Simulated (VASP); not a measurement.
# Al5InAs5P (an interface model) in VASP: single point with PBEsol

Aim: the single point of Al5InAs5P (an interface model) with PBEsol.

All numbers are computed with VASP 6.6.1; they aren't measurements. Logs are shortened: lines on timing, memory, paths and dates and some standing lists are left out, and cuts for length are marked.

**1. The cell of the first run**

The cell holds layers of an interface, 12 atoms: a = 4.156 Å, b = 4.156 Å, c = 16.742 Å, α = 90.00°, β = 90.00°, γ = 90.00°.

**2. Single point, PBEsol, collinear spin**

INCAR reads:

```
SYSTEM = Al5InAs5P
  PREC = Accurate
  ENCUT = 400
  EDIFF = 1E-6
  ISMEAR = -1
  SIGMA = 0.05
  LREAL = .FALSE.
  LASPH = .TRUE.
  NELM = 200
  ALGO = Normal
  ISIF = 2
  LWAVE = .FALSE.
  LCHARG = .FALSE.
  ISPIN = 2
  MAGMOM = 0.333 0.333 0.333 0.333 0.333 0.333 0.333 0.333 0.333 0.333 0.333 0.333
  LORBIT = 11
  GGA = PS
  NBANDS = 45
  GGA_COMPAT = .FALSE.
```

KPOINTS reads:

```
regular mesh
0
G
  4 4 1
  0 0 0
```

POSCAR reads:

```
Al5InAs5P
1.0
    2.9390050000      2.9390050000      0.0000000000
   -2.9390050000      2.9390050000      0.0000000000
    0.0000000000      0.0000000000     16.7419170000
In Al P As
1 5 1 5
Direct
    0.0290420000      0.9998990000      0.9917490000
    0.0308520000      0.9745890000      0.3314460000
    0.0042490000      0.9942120000      0.6723880000
    0.5053770000      0.4883120000      0.1766150000
    0.5086760000      0.4765730000      0.5040460000
    0.4692530000      0.4513670000      0.8322580000
    0.4822390000      0.0195400000      0.0879110000
    0.5364740000      0.0067400000      0.4192950000
    0.4869730000      0.9485910000      0.7488170000
    0.9841500000      0.5256200000      0.2577120000
    0.9778540000      0.5053470000      0.5821380000
    0.9831090000      0.5224120000      0.9118270000
```

Potentials or basis: VASP PAW PBE potentials, release 64 (In_d, Al, P, As).

The run is started by

```console
$ cat potpaw_PBE.64/In_d/POTCAR potpaw_PBE.64/Al/POTCAR potpaw_PBE.64/P/POTCAR potpaw_PBE.64/As/POTCAR > POTCAR
$ mpirun -np 1 vasp_std > vasp.out
```

OUTCAR:

```text
SYSTEM = Al5InAs5P
   PREC = Accurate
   ENCUT = 400
   EDIFF = 1E-6
   ISMEAR = -1
   LREAL = .FALSE.
   LASPH = .TRUE.
   NELM = 200
   ISIF = 2
   ISPIN = 2
   LORBIT = 11
   GGA = PS

 ion  position               nearest neighbor table
   1  0.029  1.000  0.992-  12 2.40   7 2.48  12 2.56   7 2.79
   2  0.031  0.975  0.331-  10 2.25   8 2.53   8 2.57  10 2.61
   3  0.004  0.994  0.672-   9 2.39   9 2.51  11 2.53  11 2.61
   4  0.505  0.488  0.177-  10 2.41   7 2.45  10 2.56   7 2.66
   5  0.509  0.477  0.504-  11 2.35   8 2.42  11 2.57   8 2.62
   6  0.469  0.451  0.832-  12 2.44   9 2.50   9 2.51  12 2.53
   7  0.482  0.020  0.088-   4 2.45   1 2.48   4 2.66   1 2.79
   8  0.536  0.007  0.419-   5 2.42   2 2.53   2 2.57   5 2.62
   9  0.487  0.949  0.749-   3 2.39   6 2.50   3 2.51   6 2.51
  10  0.984  0.526  0.258-   2 2.25   4 2.41   4 2.56   2 2.61
  11  0.978  0.505  0.582-   5 2.35   3 2.53   5 2.57   3 2.61
  12  0.983  0.522  0.912-   1 2.40   6 2.44   6 2.53   1 2.56

  LATTYP: Found a simple tetragonal cell.
 ALAT       =     4.1563807309
 C/A-ratio  =     4.0280037090

  Lattice vectors:

 A1 = (   2.9390050000,   2.9390050000,   0.0000000000)
 A2 = (  -2.9390050000,   2.9390050000,   0.0000000000)
 A3 = (   0.0000000000,   0.0000000000,  16.7419170000)

Analysis of symmetry for initial positions (statically):
=====================================================================
 Subroutine PRICEL returns:
 Original cell was already a primitive cell.

 Routine SETGRP: Setting up the symmetry group for a
 simple tetragonal supercell.

 Subroutine GETGRP returns: Found  1 space group operations
 (whereof  1 operations were pure point group operations)
 out of a pool of 16 trial point group operations.

The static configuration has the point symmetry C_1 .

Analysis of symmetry for dynamics (positions and initial velocities):
=====================================================================
 Subroutine PRICEL returns:
 Original cell was already a primitive cell.

 Routine SETGRP: Setting up the symmetry group for a
 simple tetragonal supercell.

 Subroutine GETGRP returns: Found  1 space group operations
 (whereof  1 operations were pure point group operations)
 out of a pool of 16 trial point group operations.

The dynamic configuration has the point symmetry C_1 .

Analysis of structural, dynamic, and magnetic symmetry:
=====================================================================
 Subroutine PRICEL returns:
 Original cell was already a primitive cell.

 Routine SETGRP: Setting up the symmetry group for a
 simple tetragonal supercell.

 Subroutine GETGRP returns: Found  1 space group operations
 (whereof  1 operations were pure point group operations)
 out of a pool of 16 trial point group operations.

The overall configuration has the point symmetry C_1 .

 Subroutine INISYM returns: Found  1 space group operations
 (whereof  1 operations are pure point group operations),
 and found     1 'primitive' translations

----------------------------------------------------------------------------------------

                                     Primitive cell

  volume of cell :     289.2250

  direct lattice vectors                    reciprocal lattice vectors
     2.939005000  2.939005000  0.000000000     0.170125604  0.170125604  0.000000000
    -2.939005000  2.939005000  0.000000000    -0.170125604  0.170125604  0.000000000
     0.000000000  0.000000000 16.741917000     0.000000000  0.000000000  0.059730316

  length of vectors
     4.156380731  4.156380731 16.741917000     0.240593936  0.240593936  0.059730316

  position of ions in fractional coordinates (direct lattice)
     0.029042000  0.999899000  0.991749000
     0.030852000  0.974589000  0.331446000
     0.004249000  0.994212000  0.672388000
     0.505377000  0.488312000  0.176615000
     0.508676000  0.476573000  0.504046000
     0.469253000  0.451367000  0.832258000
     0.482239000  0.019540000  0.087911000
     0.536474000  0.006740000  0.419295000
     0.486973000  0.948591000  0.748817000
     0.984150000  0.525620000  0.257712000
     0.977854000  0.505347000  0.582138000
     0.983109000  0.522412000  0.911827000

  ion indices of the primitive-cell ions
   primitive index   ion index
                 1           1
                 2           2
                 3           3
                 4           4
                 5           5
                 6           6
                 7           7
                 8           8
                 9           9
                10          10
                11          11
                12          12

----------------------------------------------------------------------------------------

 KPOINTS: regular mesh

Automatic generation of k-mesh.
 Grid dimensions read from file:
 generate k-points for:    4    4    1

 Generating k-lattice:

  Cartesian coordinates                     Fractional coordinates (reciprocal lattice)
     0.042531401  0.042531401  0.000000000     0.250000000  0.000000000  0.000000000
    -0.042531401  0.042531401  0.000000000     0.000000000  0.250000000  0.000000000
     0.000000000  0.000000000  0.059730316     0.000000000  0.000000000  1.000000000

  Length of vectors
     0.060148484  0.060148484  0.059730316

  Shift w.r.t. Gamma in fractional coordinates (k-lattice)
     0.000000000  0.000000000  0.000000000

 Subroutine IBZKPT returns following result:
 ===========================================

 Found     10 irreducible k-points:

 Following reciprocal coordinates:
            Coordinates               Weight
  0.000000  0.000000  0.000000      1.000000
  0.250000  0.000000  0.000000      2.000000
  0.000000  0.250000  0.000000      2.000000
  0.500000  0.000000  0.000000      1.000000
  0.000000  0.500000  0.000000      1.000000
  0.250000  0.250000  0.000000      2.000000
 -0.250000  0.250000  0.000000      2.000000
  0.500000  0.250000  0.000000      2.000000
 -0.250000  0.500000  0.000000      2.000000
  0.500000  0.500000  0.000000      1.000000
   k-points           NKPTS =     10   k-points in BZ     NKDIM =     10   number of bands    NBANDS=     45
   number of dos      NEDOS =    301   number of ions     NIONS =     12
   total plane-waves  NPLWV =  87808
   dimension x,y,z NGX =    28 NGY =   28 NGZ =  112
   dimension x,y,z NGXF=    56 NGYF=   56 NGZF=  224
   ions per type =               1   5   1   5
   NGX,Y,Z   is equivalent  to a cutoff of  11.20, 11.20, 11.12 a.u.
   NGXF,Y,Z  is equivalent  to a cutoff of  22.40, 22.40, 22.24 a.u.
 SYSTEM =  Al5InAs5P
   PREC   = accura    normal or accurate (medium, high low for compatibility)
   ISTART =      0    job   : 0-new  1-cont  2-samecut
   ICHARG =      2    charge: 1-file 2-atom 10-const
   ISPIN  =      2    spin polarized calculation?
   LNONCOLLINEAR =      F non collinear calculations
   LSORBIT =      F    spin-orbit coupling
   LASPH  =      T    aspherical Exc in radial PAW
   ENCUT  =  400.0 eV  29.40 Ry    5.42 a.u.   6.78  6.78 27.30*2*pi/ulx,y,z
   NELM   =    200;   NELMIN=  2; NELMDL= -5     # of ELM steps
   EDIFF  = 0.1E-05   stopping-criterion for ELM
   LREAL  =      F    real-space projection
[... 7 lines left out ...]
   TEBEG  =    0.0;   TEEND  =   0.0 temperature during run
   PSTRESS=    0.0 pullay stress
   NELECT =      58.0000    total number of electrons
   NUPDOWN=      -1.0000    fix difference up-down
   EMIN   =  10.00;   EMAX   =-10.00  energy-range for DOS
   EFERMI =   0.00;   METHOD = LEGACY
   ISMEAR =    -1;   SIGMA  =   0.05  broadening in eV -4-tet -1-fermi 0-gaus
   EFERMI_NEDOS =   21; number of points for ismear=-14 and -15
   IALGO  =     38    algorithm
   IMIX   =      4    mixing-type and parameters
     AMIX     =   0.40;   BMIX     =  1.00
     AMIX_MAG =   1.60;   BMIX_MAG =  1.00
  volume/ion in A,a.u.               =      24.10       162.65
  Fermi-wavevector in a.u.,A,eV,Ry     =   0.958235  1.810802 12.493075  0.918215
  Thomas-Fermi vector in A             =   2.087325
   LORBIT       =     11    0 simple, 1 ext, 2 COOP (PROOUT), +10 PAW based schemes
   GGA     = PS    functional components
   LHFCALC =     F    Hartree Fock is set to
   AEXX    =    0.0000 exact exchange contribution
   IVDW    =     0    specifies the selected vdW correction
   LEPSILON=     F    determine dielectric tensor
   LRPA    =     F    only Hartree local field effects (RPA)
 spin polarized calculation
  energy-cutoff  :      400.00
  volume of cell :      289.23
 maximum number of plane-waves:      5284
   NGX = 13   NGY = 13   NGZ = 55

 number of electron      58.0000003 magnetization       0.0000528

 Free energy of the ion-electron system (eV)
  ---------------------------------------------------
  ext. energy  EPLUGINS =         0.00000000
  ---------------------------------------------------
  free energy    TOTEN  =       -57.87331603 eV

  energy without entropy =      -57.87325437  energy(sigma->0) =      -57.87328520

 E-fermi :   4.4244     XC(G=0):  -9.0831

 val. band max:        4.0495237736   @ k =   0.0000   0.0000   0.0000
 cond. band min:       4.8186490512   @ k =   0.0000   0.0000   0.0000
 fundamental gap:      0.7691252776
 Fermi energy:         4.4244311242

 spin component 1

 k-point     1 :       0.0000    0.0000    0.0000
  band No.  band energies     occupation
      1     -10.6386      1.00000
      2     -10.4501      1.00000
      3     -10.3643      1.00000
      4     -10.3058      1.00000
      5     -10.2727      1.00000
      6      -8.1108      1.00000
[... 429 lines left out ...]
     40       8.0013      0.00000
     41       8.1294      0.00000
 Fermi energy:         4.4244311242

 spin component 2

 k-point     1 :       0.0000    0.0000    0.0000
  band No.  band energies     occupation
      1     -10.6386      1.00000
      2     -10.4501      1.00000
      3     -10.3643      1.00000
      4     -10.3058      1.00000
      5     -10.2727      1.00000
      6      -8.1108      1.00000
[... 429 lines left out ...]
     40       8.0013      0.00000
     41       8.1294      0.00000
 [bands above 41 left out]

------------------------ aborting loop because EDIFF is reached ----------------------------------------

  FORCE on cell =-STRESS in cart. coord.  units (eV):
  Direction    XX          YY          ZZ          XY          YZ          ZX
  --------------------------------------------------------------------------------------
  -------------------------------------------------------------------------------------
  Total       -3.4971059     -2.3234897     -0.5808773     -1.1912692      5.1141420     -0.9017869
  in kB      -19.3724048    -12.8710951     -3.2178009     -6.5990992     28.3300628     -4.9954966
  external PRESSURE =     -11.8204336 kB  Pullay stress =       0.0000000 kB

 VOLUME and BASIS-vectors are now :
 -----------------------------------------------------------------------------
  energy-cutoff  :      400.00
  volume of cell :      289.23
      direct lattice vectors                 reciprocal lattice vectors
     2.939005000  2.939005000  0.000000000     0.170125604  0.170125604  0.000000000
    -2.939005000  2.939005000  0.000000000    -0.170125604  0.170125604  0.000000000
     0.000000000  0.000000000 16.741917000     0.000000000  0.000000000  0.059730316

 POSITION                                       TOTAL-FORCE (eV/Angst)
 -----------------------------------------------------------------------------------
     -2.85335      3.02406     16.60378        -1.538087      0.394934      2.208630
     -2.77365      2.95500      5.54904        -1.536254      1.720111      1.815015
     -2.90951      2.93448     11.25706        -0.661754     -0.378051     -1.173649
      0.05015      2.92046      2.95687        -1.057729     -0.166499     -1.407741
      0.09435      2.89565      8.43870        -1.301382     -0.156209     -0.624842
      0.05257      2.70571     13.93359         0.158843      0.397118     -0.231167
      1.35987      1.47473      1.47180         1.263824      0.421402      0.824623
      1.55689      1.59651      7.01980         0.417142     -0.938573     -0.372018
     -1.35670      4.21913     12.53663         0.186332      0.667272      0.559513
      1.34762      4.43722      4.31459         2.150294     -1.163452     -1.096564
      1.38870      4.35914      9.74611         1.148766      0.672707      1.101278
      1.35399      4.42473     15.26573         0.770004     -1.470760     -1.603078
 -----------------------------------------------------------------------------------
    total drift:                                0.000245      0.000470     -0.000932

  FREE ENERGIE OF THE ION-ELECTRON SYSTEM (eV)
  ---------------------------------------------------
  free  energy   TOTEN  =       -57.8733160273 eV

  energy  without entropy=      -57.8732543729  energy(sigma->0) =      -57.87328520

 total charge

# of ion       s       p       d       tot
------------------------------------------
    1        0.846   0.808   9.902  11.556
    2        0.405   0.360   0.000   0.765
    3        0.402   0.346   0.000   0.747
    4        0.397   0.327   0.000   0.724
    5        0.402   0.355   0.000   0.758
    6        0.402   0.347   0.000   0.750
    7        1.023   1.454   0.000   2.476
    8        1.201   1.618   0.021   2.839
    9        1.201   1.656   0.024   2.880
   10        1.200   1.693   0.025   2.918
   11        1.201   1.634   0.022   2.856
   12        1.205   1.669   0.029   2.902
--------------------------------------------------
tot          9.883  12.267  10.022  32.173

 magnetization (x)

# of ion       s       p       d       tot
------------------------------------------
    1        0.000   0.000  -0.000   0.000
    2       -0.000  -0.000   0.000  -0.000
    3        0.000   0.000   0.000   0.000
    4        0.000  -0.000   0.000  -0.000
    5       -0.000  -0.000   0.000  -0.000
    6        0.000   0.000   0.000   0.000
    7       -0.000  -0.000   0.000  -0.000
    8        0.000   0.000  -0.000   0.000
    9       -0.000  -0.000   0.000  -0.000
   10        0.000   0.000  -0.000   0.000
   11       -0.000  -0.000  -0.000  -0.000
   12       -0.000  -0.000   0.000  -0.000
--------------------------------------------------
tot          0.000  -0.000  -0.000  -0.000
```

Run time: 6.3 min. Hardware: 1 thread of AMD EPYC, shared host; peak memory 0.4 GiB.

What came out:

```
Free energy                                           : -57.8733 eV
Pressure                                              : -1.2 GPa
Largest force                                         : 2.935 eV/Å
Band gap on the k mesh                                : 0.77 eV
Net moment                                            : 0.00 μB per cell
Valence electrons inside the program's atomic spheres : In 11.56; Al 0.77, 0.75, 0.72, 0.76 (each value once); P 2.48; As 2.84, 2.88, 2.92, 2.86, 2.90
```

Forces on the atoms (eV/Å):
```
In  -1.538  0.395  2.209
Al  -1.536  1.720  1.815
Al  -0.662 -0.378 -1.174
Al  -1.058 -0.166 -1.408
Al  -1.301 -0.156 -0.625
Al   0.159  0.397 -0.231
P    1.264  0.421  0.825
As   0.417 -0.939 -0.372
As   0.186  0.667  0.560
As   2.150 -1.163 -1.097
As   1.149  0.673  1.101
As   0.770 -1.471 -1.603
```

Levels at points of the mesh, in eV from the valence-band top:
Spin up:
```
           k point  band 25  band 26  band 27  band 28  band 29  band 30  band 31  band 32  band 33  band 34
(0.00, 0.00, 0.00)    -0.99    -0.93    -0.59    -0.32     0.00     0.77     0.93     1.29     1.33     1.56
(0.50, 0.00, 0.00)    -1.37    -1.22    -1.11    -0.97    -0.91     1.58     1.72     1.78     2.00     2.56
(0.00, 0.50, 0.00)    -1.44    -1.36    -1.22    -1.04    -0.60     1.54     1.66     1.79     2.06     2.37
(0.50, 0.50, 0.00)    -2.71    -2.43    -2.31    -2.25    -2.14     0.81     1.23     1.84     2.04     2.56
```
Spin down:
| k point | band 25 | band 26 | band 27 | band 28 | band 29 | band 30 | band 31 | band 32 | band 33 | band 34 |
| --- | --- | --- | --- | --- | --- | --- | --- | --- | --- | --- |
| (0.00, 0.00, 0.00) | -0.99 | -0.93 | -0.59 | -0.32 | 0.00 | 0.77 | 0.93 | 1.29 | 1.33 | 1.56 |
| (0.50, 0.00, 0.00) | -1.37 | -1.22 | -1.11 | -0.97 | -0.91 | 1.58 | 1.72 | 1.78 | 2.00 | 2.56 |
| (0.00, 0.50, 0.00) | -1.44 | -1.36 | -1.22 | -1.04 | -0.60 | 1.54 | 1.66 | 1.79 | 2.06 | 2.37 |
| (0.50, 0.50, 0.00) | -2.71 | -2.43 | -2.31 | -2.25 | -2.14 | 0.81 | 1.23 | 1.84 | 2.04 | 2.56 |

Caveat: the PAW data sets were made with another functional, which shifts forces and pressure a little; spin-orbit coupling is left out, which moves the levels of the heavy elements.
